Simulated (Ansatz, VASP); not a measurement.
## Pt in VASP and in Ansatz

```
Pt
1.0
     4.63132    0.00000    0.00000
    -2.31566    4.01084    0.00000
     0.00000    0.00000    2.75424
Pt
3
Direct
  0.00000 0.00000 0.00000
  0.33333 0.66667 0.50000
  0.66667 0.33333 0.50000
```

Alike in both runs: functional BLYP; k mesh 8 × 8 × 12; occupations fermi-dirac, width 0.1 eV; no spin polarisation.

Ansatz relaxed the structure, and its values are those at the end. VASP's run is a single point on that final structure, the one shown.

```csv
,VASP,Ansatz
version,VASP 6.6.1,Ansatz 0.2.0
potentials or method,"VASP PAW PBE potentials, release 64 (Pt), cutoff 520 eV","plane waves (420 eV) with PAW, scalar-relativistic"
valence electrons in the cell,30,54
```

|  | VASP | Ansatz | Ansatz less VASP |
| --- | --- | --- | --- |
| pressure (GPa) | 0.9 | 0.0 | -0.87 |

VASP's potentials were made for PBE, not for BLYP. The functional is the same, so the differences come from potentials, cutoffs and numerics. VASP's potentials hold 30 valence electrons a cell and Ansatz's 54, so a difference there can come from the potentials and not from the codes.

Spin-orbit coupling is off throughout.
